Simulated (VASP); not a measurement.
# HfC (Fm-3m) in VASP: a series of runs, part 2 of 2

VASP 6.6.1.

## Step 4: Single point, PBE-based screened hybrid

Input file POSCAR:

```
HfC
1.0
    0.0000000000      2.3250013489      2.3250013489
    2.3250013489      0.0000000000      2.3250013489
    2.3250013489      2.3250013489      0.0000000000
Hf C
1 1
Direct
    0.5000000000      0.5000000000      0.5000000000
    0.0000000000      0.0000000000      0.0000000000
```

Input file INCAR.step1:

```
ALGO     = Normal         # electronic algorithm
EDIFF    = 1E-5           # SCF threshold, eV
ENCUT    = 520            # plane-wave cutoff, eV
GGA      = PE             # functional
ISIF     = 2              # what is computed and relaxed
ISMEAR   = 0              # smearing method
LASPH    = T              # aspherical terms in the spheres
LCHARG   = F              # write CHGCAR
LREAL    = F              # projectors in reciprocal space
LWAVE    = T              # write WAVECAR
NBANDS   = 14             # bands
NELM     = 80             # most SCF steps
PREC     = Accurate       # precision mode
SIGMA    = 0.05           # smearing width, eV
```

Input file INCAR.step2:

```
AEXX     = 0.25           # exact-exchange fraction
ALGO     = Normal         # electronic algorithm
EDIFF    = 1E-6           # SCF threshold, eV
ENCUT    = 520            # plane-wave cutoff, eV
GGA      = PE             # functional
HFSCREEN = 0.6            # screening, 1/A
ISIF     = 2              # what is computed and relaxed
ISMEAR   = 0              # smearing method
ISTART   = 1            
LASPH    = T              # aspherical terms in the spheres
LCHARG   = F              # write CHGCAR
LHFCALC  = T              # exact exchange
LREAL    = F              # projectors in reciprocal space
LWAVE    = F              # write WAVECAR
NBANDS   = 14             # bands
NELM     = 80             # most SCF steps
PREC     = Accurate       # precision mode
PRECFOCK = Normal       
SIGMA    = 0.05           # smearing width, eV
```

Input file KPOINTS:

```
k-points
0
Gamma
  6 6 6
```

Potentials or basis: VASP PAW PBE potentials, release 64 (Hf_pv, C).

Started as:

```bash
> cat potpaw_PBE.64/Hf_pv/POTCAR potpaw_PBE.64/C/POTCAR > POTCAR
> cp INCAR.step1 INCAR
> mpirun -np 1 vasp_std > vasp.out
> cp INCAR.step2 INCAR
> mpirun -np 1 vasp_std > vasp.out
```

OUTCAR:

```text
AEXX = 0.25
   EDIFF = 1E-6
   ENCUT = 520
   GGA = PE
   HFSCREEN = 0.6
   ISIF = 2
   ISMEAR = 0
   ISTART = 1
   LASPH = T
   LHFCALC = T
   LREAL = F
   NELM = 80
   PREC = Accurate
   PRECFOCK = Normal

 ion  position               nearest neighbor table
   1  0.500  0.500  0.500-   2 2.33   2 2.33   2 2.33   2 2.33   2 2.33   2 2.33
   2  0.000  0.000  0.000-   1 2.33   1 2.33   1 2.33   1 2.33   1 2.33   1 2.33

[... 459 lines left out ...]
     14      19.6720      0.00000

------------------------ aborting loop because EDIFF is reached ----------------------------------------

  FORCE on cell =-STRESS in cart. coord.  units (eV):
  Direction    XX          YY          ZZ          XY          YZ          ZX
  --------------------------------------------------------------------------------------
  -------------------------------------------------------------------------------------
  Total       -0.4930629     -0.4930629     -0.4930629     -0.0000000     -0.0000000      0.0000000
  in kB      -31.4277508    -31.4277508    -31.4277508     -0.0000000     -0.0000000      0.0000000
  external PRESSURE =     -31.4277508 kB  Pullay stress =       0.0000000 kB

 VOLUME and BASIS-vectors are now :
 -----------------------------------------------------------------------------
  energy-cutoff  :      520.00
  volume of cell :       25.14
      direct lattice vectors                 reciprocal lattice vectors
     0.000000000  2.325001349  2.325001349    -0.215053639  0.215053639  0.215053639
     2.325001349  0.000000000  2.325001349     0.215053639 -0.215053639  0.215053639
     2.325001349  2.325001349  0.000000000     0.215053639  0.215053639 -0.215053639

 POSITION                                       TOTAL-FORCE (eV/Angst)
 -----------------------------------------------------------------------------------
      2.32500      2.32500      2.32500         0.000000      0.000000     -0.000000
      0.00000      0.00000      0.00000        -0.000000     -0.000000      0.000000
 -----------------------------------------------------------------------------------
    total drift:                               -0.000001     -0.000001     -0.000001

  FREE ENERGIE OF THE ION-ELECTRON SYSTEM (eV)
  ---------------------------------------------------
  free  energy   TOTEN  =       -22.1974078268 eV

  energy  without entropy=      -22.1964092044  energy(sigma->0) =      -22.19690852
```

OUTCAR.step1:

```text
EDIFF = 1E-5
   ENCUT = 520
   GGA = PE
   ISIF = 2
   ISMEAR = 0
[... 482 lines left out ...]
 -----------------------------------------------------------------------------------
      2.32500      2.32500      2.32500         0.000000      0.000000      0.000000
      0.00000      0.00000      0.00000        -0.000000     -0.000000     -0.000000
 -----------------------------------------------------------------------------------
    total drift:                                0.000000     -0.000000      0.000000

  FREE ENERGIE OF THE ION-ELECTRON SYSTEM (eV)
  ---------------------------------------------------
  free  energy   TOTEN  =       -21.0325352018 eV

  energy  without entropy=      -21.0322254671  energy(sigma->0) =      -21.03238033
```

OSZICAR.step1:

```text
N       E                     dE             d eps       ncg     rms          rms(c)
DAV:   1     0.246438923201E+02    0.24644E+02   -0.78915E+03   448   0.989E+02
DAV:   2    -0.225603932912E+02   -0.47204E+02   -0.43277E+02   604   0.195E+02
DAV:   3    -0.242078369525E+02   -0.16474E+01   -0.16425E+01   508   0.267E+01
DAV:   4    -0.242154941238E+02   -0.76572E-02   -0.76566E-02   532   0.223E+00
DAV:   5    -0.242155428034E+02   -0.48680E-04   -0.48680E-04   514   0.160E-01    0.570E+01
DAV:   6    -0.211015500429E+02    0.31140E+01   -0.12353E+01   478   0.183E+01    0.410E+01
DAV:   7    -0.210474528601E+02    0.54097E-01   -0.53741E-01   538   0.518E+00    0.249E+01
DAV:   8    -0.210401959389E+02    0.72569E-02   -0.78490E-02   508   0.217E+00    0.633E+00
DAV:   9    -0.210328294829E+02    0.73665E-02   -0.25564E-02   502   0.930E-01    0.205E+00
DAV:  10    -0.210325457282E+02    0.28375E-03   -0.12979E-03   550   0.279E-01    0.845E-02
DAV:  11    -0.210325356377E+02    0.10091E-04   -0.94584E-05   544   0.732E-02    0.284E-02
DAV:  12    -0.210325352018E+02    0.43593E-06   -0.26480E-06   314   0.149E-02
   1 F= -.21032535E+02 E0= -.21032380E+02  d E =-.309735E-03
```

It took 23 min on 1 thread of Oxide Virtual Turin-like, shared host; peak memory 0.22 GiB.

Results:

| Item | Value |
| --- | --- |
| Free energy | -22.1974 eV |
| Pressure | -3.1 GPa |
| Band gap on the k mesh | zero (band 7 reaches 6.89 eV, above the bottom of band 8 at 5.43 eV) |

Levels at points of the mesh, in eV from the Fermi level:
```
           k point  band 5  band 6  band 7  band 8  band 9  band 10
(0.00, 0.00, 0.00)    1.23    1.23    1.23    1.79    1.79     1.79
(0.50, 0.00, 0.00)   -6.27   -2.98   -2.98    5.92    5.92     6.43
(0.50, 0.50, 0.00)   -2.64   -1.53    0.04    0.04    5.79     7.39
```

Caveat: the k points lie up to 0.39 Å⁻¹ apart; the PAW data sets were made with another functional, which shifts forces and pressure a little; spin-orbit coupling is left out, which moves the levels of the heavy elements.

## Step 5: Single point, PBE-based global hybrid

POSCAR is that of step 4.

Input file INCAR.step1:

```
ALGO = Normal
EDIFF = 1E-5
ENCUT = 520
GGA = PE
ISIF = 2
ISMEAR = 0
LASPH = True
LCHARG = False
LREAL = False
LWAVE = True
NBANDS = 14
NELM = 100
PREC = Accurate
SIGMA = 0.05
```

Input file INCAR.step2:

```
AEXX = 0.1
ALGO = Normal
EDIFF = 1E-6
ENCUT = 520
GGA = PE
ISIF = 2
ISMEAR = 0
ISTART = 1
LASPH = True
LCHARG = False
LHFCALC = True
LREAL = False
LWAVE = False
NBANDS = 14
NELM = 100
PREC = Accurate
PRECFOCK = Normal
SIGMA = 0.05
```

KPOINTS is that of step 4.

Potentials or basis: VASP PAW PBE potentials, release 64 (Hf_pv, C).

Started as:

```bash
> cat potpaw_PBE.64/Hf_pv/POTCAR potpaw_PBE.64/C/POTCAR > POTCAR
> cp INCAR.step1 INCAR
> mpirun -np 1 vasp_std > vasp.out
> cp INCAR.step2 INCAR
> mpirun -np 1 vasp_std > vasp.out
```

OUTCAR:

```text
AEXX = 0.1
   EDIFF = 1E-6
   ENCUT = 520
   GGA = PE
   ISIF = 2
   ISMEAR = 0
   ISTART = 1
   LASPH = True
   LHFCALC = True
   LREAL = False
   NELM = 100
   PREC = Accurate
   PRECFOCK = Normal

 ion  position               nearest neighbor table
   1  0.500  0.500  0.500-   2 2.33   2 2.33   2 2.33   2 2.33   2 2.33   2 2.33
   2  0.000  0.000  0.000-   1 2.33   1 2.33   1 2.33   1 2.33   1 2.33   1 2.33

  LATTYP: Found a face centered cubic cell.
 ALAT       =     4.6500026978

  Lattice vectors:

 A1 = (   0.0000000000,   2.3250013489,   2.3250013489)
 A2 = (   2.3250013489,   0.0000000000,   2.3250013489)
 A3 = (   2.3250013489,   2.3250013489,   0.0000000000)

Analysis of symmetry for initial positions (statically):
[... 5 lines left out ...]
 face centered cubic supercell.

 Subroutine GETGRP returns: Found 48 space group operations
 (whereof 48 operations were pure point group operations)
 out of a pool of 48 trial point group operations.

The static configuration has the point symmetry O_h .

Analysis of symmetry for dynamics (positions and initial velocities):
[... 5 lines left out ...]
 face centered cubic supercell.

 Subroutine GETGRP returns: Found 48 space group operations
 (whereof 48 operations were pure point group operations)
 out of a pool of 48 trial point group operations.

The dynamic configuration has the point symmetry O_h .

 Subroutine INISYM returns: Found 48 space group operations
 (whereof 48 operations are pure point group operations),
 and found     1 'primitive' translations

----------------------------------------------------------------------------------------

                                     Primitive cell

  volume of cell :      25.1362

  direct lattice vectors                    reciprocal lattice vectors
     0.000000000  2.325001349  2.325001349    -0.215053639  0.215053639  0.215053639
     2.325001349  0.000000000  2.325001349     0.215053639 -0.215053639  0.215053639
     2.325001349  2.325001349  0.000000000     0.215053639  0.215053639 -0.215053639

  length of vectors
     3.288048440  3.288048440  3.288048440     0.372483829  0.372483829  0.372483829

  position of ions in fractional coordinates (direct lattice)
     0.500000000  0.500000000  0.500000000
     0.000000000  0.000000000  0.000000000

  ion indices of the primitive-cell ions
   primitive index   ion index
                 1           1
                 2           2

----------------------------------------------------------------------------------------

 KPOINTS: k-points

Automatic generation of k-mesh.
 Grid dimensions read from file:
 generate k-points for:    6    6    6

 Generating k-lattice:

  Cartesian coordinates                     Fractional coordinates (reciprocal lattice)
    -0.035842273  0.035842273  0.035842273     0.166666667  0.000000000  0.000000000
     0.035842273 -0.035842273  0.035842273     0.000000000  0.166666667  0.000000000
     0.035842273  0.035842273 -0.035842273     0.000000000  0.000000000  0.166666667

  Length of vectors
     0.062080638  0.062080638  0.062080638
[... 28 lines left out ...]
   number of dos      NEDOS =    301   number of ions     NIONS =      2
   total plane-waves  NPLWV =  13824
   dimension x,y,z NGX =    24 NGY =   24 NGZ =   24
   dimension x,y,z NGXF=    48 NGYF=   48 NGZF=   48
   ions per type =               1   1
   NGX,Y,Z   is equivalent  to a cutoff of  12.13, 12.13, 12.13 a.u.
   NGXF,Y,Z  is equivalent  to a cutoff of  24.27, 24.27, 24.27 a.u.
 SYSTEM =  unknown system
   PREC   = accura    normal or accurate (medium, high low for compatibility)
   ISTART =      1    job   : 0-new  1-cont  2-samecut
   ICHARG =      0    charge: 1-file 2-atom 10-const
   ISPIN  =      1    spin polarized calculation?
   LNONCOLLINEAR =      F non collinear calculations
   LSORBIT =      F    spin-orbit coupling
   LASPH  =      T    aspherical Exc in radial PAW
   ENCUT  =  520.0 eV  38.22 Ry    6.18 a.u.   6.11  6.11  6.11*2*pi/ulx,y,z
   NELM   =    100;   NELMIN=  2; NELMDL=  0     # of ELM steps
   EDIFF  = 0.1E-05   stopping-criterion for ELM
   LREAL  =      F    real-space projection
   EDIFFG = 0.1E-04   stopping-criterion for IOM
   NSW    =      0    number of steps for IOM
   IBRION =     -1    ionic relax: 0-MD 1-quasi-New 2-CG
   NFREE  =      0    steps in history (QN), initial steepest desc. (CG)
   ISIF   =      2    stress and relaxation
   ISYM   =      3    0-nonsym 1-usesym 2-fastsym
   POTIM  = 0.5000    time-step for ionic-motion
   TEBEG  =    0.0;   TEEND  =   0.0 temperature during run
   PSTRESS=    0.0 pullay stress
   NELECT =      14.0000    total number of electrons
   NUPDOWN=      -1.0000    fix difference up-down
   EMIN   =  10.00;   EMAX   =-10.00  energy-range for DOS
   EFERMI =   0.00;   METHOD = LEGACY
   ISMEAR =     0;   SIGMA  =   0.05  broadening in eV -4-tet -1-fermi 0-gaus
   EFERMI_NEDOS =   21; number of points for ismear=-14 and -15
   IALGO  =     38    algorithm
   IMIX   =      1    mixing-type and parameters
     AMIX     =   0.40;   BMIX     =  1.00
     AMIX_MAG =   1.60;   BMIX_MAG =  1.00
  volume/ion in A,a.u.               =      12.57        84.81
  Fermi-wavevector in a.u.,A,eV,Ry     =   1.346948  2.545363 24.684643  1.814270
  Thomas-Fermi vector in A             =   2.474739
   LORBIT       =      0    0 simple, 1 ext, 2 COOP (PROOUT), +10 PAW based schemes
   GGA     = PE    functional components
   LHFCALC =     T    Hartree Fock is set to
   PRECFOCK=normal    Normal, Fast or Accurate (Low or Medium for compatibility)
   ENCUT4O =  -1.0   cutoff for four orbital integrals eV
   NKREDX  =     1    reduce k-point grid by
   NKREDY  =     1    reduce k-point grid by
   NKREDZ  =     1    reduce k-point grid by
   AEXX    =    0.1000 exact exchange contribution
   HFSCREEN=    0.0000 screening length (either q_TF or 0.3 A-1)
   HFSCREENC=   0.0000 screening length for correlation (either q_TF or 0.3 A-1)
   ENCUTFOCK=  -1.0 apply spherical cutoff to Coloumb kernel
   IVDW    =     0    specifies the selected vdW correction
   LEPSILON=     F    determine dielectric tensor
   LRPA    =     F    only Hartree local field effects (RPA)
 non-spin polarized calculation
 Gauss-broadening in eV      SIGMA  =   0.05
  energy-cutoff  :      520.00
  volume of cell :       25.14
 maximum number of plane-waves:       700
  NGX = 20; NGY = 20; NGZ = 20

 number of electron      14.0000000 magnetization

 Free energy of the ion-electron system (eV)
  ---------------------------------------------------
  ext. energy  EPLUGINS =         0.00000000
  ---------------------------------------------------
  free energy    TOTEN  =       -22.82658239 eV

  energy without entropy =      -22.82658236  energy(sigma->0) =      -22.82658237

 E-fermi :   5.6412     XC(G=0): -11.2348

 val. band max:        5.4711224870   @ k =   0.1667   0.1667   0.0000
 cond. band min:       5.8062489385   @ k =   0.5000   0.5000   0.0000
 fundamental gap:      0.3351264515
 Fermi energy:         5.6411683981

 k-point     1 :       0.0000    0.0000    0.0000
  band No.  band energies     occupation
      1     -24.7455      2.00000
      2     -24.7455      2.00000
      3     -24.7455      2.00000
      4      -7.2790      2.00000
      5       6.9870      0.00000
      6       6.9870      0.00000
      7       6.9870      0.00000
      8       7.6102      0.00000
      9       7.6102      0.00000
     10       7.6102      0.00000
     11       9.6078      0.00000
     12       9.6078      0.00000
     13      13.2427      0.00000
     14      17.3472      0.00000
[... 241 lines left out ...]
      1     -25.2782      2.00000
      2     -25.0863      2.00000
      3     -24.9980      2.00000
      4      -4.7539      2.00000
      5       2.7608      2.00000
      6       3.0369      2.00000
      7       3.1850      2.00000
      8       8.2075      0.00000
      9      11.6548      0.00000
     10      13.1170      0.00000
     11      13.1802      0.00000
     12      14.9031      0.00000
     13      18.1079      0.00000
     14      19.7019      0.00000

------------------------ aborting loop because EDIFF is reached ----------------------------------------

  FORCE on cell =-STRESS in cart. coord.  units (eV):
  Direction    XX          YY          ZZ          XY          YZ          ZX
  --------------------------------------------------------------------------------------
  -------------------------------------------------------------------------------------
  Total       -0.3515875     -0.3515875     -0.3515875     -0.0000000     -0.0000000      0.0000000
  in kB      -22.4101306    -22.4101306    -22.4101306     -0.0000000     -0.0000000      0.0000000
  external PRESSURE =     -22.4101306 kB  Pullay stress =       0.0000000 kB

 VOLUME and BASIS-vectors are now :
 -----------------------------------------------------------------------------
  energy-cutoff  :      520.00
  volume of cell :       25.14
      direct lattice vectors                 reciprocal lattice vectors
     0.000000000  2.325001349  2.325001349    -0.215053639  0.215053639  0.215053639
     2.325001349  0.000000000  2.325001349     0.215053639 -0.215053639  0.215053639
     2.325001349  2.325001349  0.000000000     0.215053639  0.215053639 -0.215053639

 POSITION                                       TOTAL-FORCE (eV/Angst)
 -----------------------------------------------------------------------------------
      2.32500      2.32500      2.32500        -0.000000      0.000000      0.000000
      0.00000      0.00000      0.00000         0.000000      0.000000     -0.000000
 -----------------------------------------------------------------------------------
    total drift:                               -0.000000     -0.000000     -0.000000

  FREE ENERGIE OF THE ION-ELECTRON SYSTEM (eV)
  ---------------------------------------------------
  free  energy   TOTEN  =       -22.8265823868 eV

  energy  without entropy=      -22.8265823575  energy(sigma->0) =      -22.82658237
```

It took 24 min on 1 thread of Oxide Virtual Turin-like, shared host; peak memory 0.13 GiB.

What came out:

- Free energy: -22.8266 eV
- Pressure: -2.2 GPa
- Band gap on the k mesh: zero (band 7 reaches 6.99 eV, above the bottom of band 8 at 5.32 eV)

Levels at points of the mesh, in eV from the Fermi level:
| k point | band 4 | band 5 | band 6 | band 7 | band 8 | band 9 | band 10 | band 11 |
| --- | --- | --- | --- | --- | --- | --- | --- | --- |
| (0.00, 0.00, 0.00) | -12.92 | 1.35 | 1.35 | 1.35 | 1.97 | 1.97 | 1.97 | 3.97 |
| (0.50, 0.00, 0.00) | -9.03 | -6.43 | -3.12 | -3.12 | 6.09 | 6.09 | 6.59 | 7.18 |
| (0.50, 0.50, 0.00) | -10.95 | -2.78 | -1.64 | 0.17 | 0.17 | 5.96 | 7.53 | 7.53 |

Caveat: the k points lie up to 0.39 Å⁻¹ apart; the PAW data sets were made with another functional, which shifts forces and pressure a little; spin-orbit coupling is left out, which moves the levels of the heavy elements.

## Step 6: Summary

```tsv
level	grid for exact exchange (PRECFOCK)	share of exact exchange	screening parameter	gap on the mesh (eV)	pressure (GPa)
PBE	-	-	-	none	-0.5
PBE-based screened hybrid	Normal	0.35	0.20787 1/Å	none	-5.5
PBE-based screened hybrid	Normal	0.25	0.6 1/Å	none	-3.1
PBE-based global hybrid	Normal	0.1	-	none	-2.2
```

Alike in all rows: task single point; potentials or basis VASP PAW PBE potentials, release 64 (Hf_pv, C); no spin polarisation; cell as given; k mesh 6 × 6 × 6; cutoff (eV) 520; smearing gaussian 0.05 eV.

Caveats: all runs use coarse meshes; spin-orbit coupling is left out, which moves the levels of the heavy elements; the PAW data sets were made with another functional, which shifts forces and pressure a little (some runs).

Absolute energies hang on the potentials; compare differences alone.
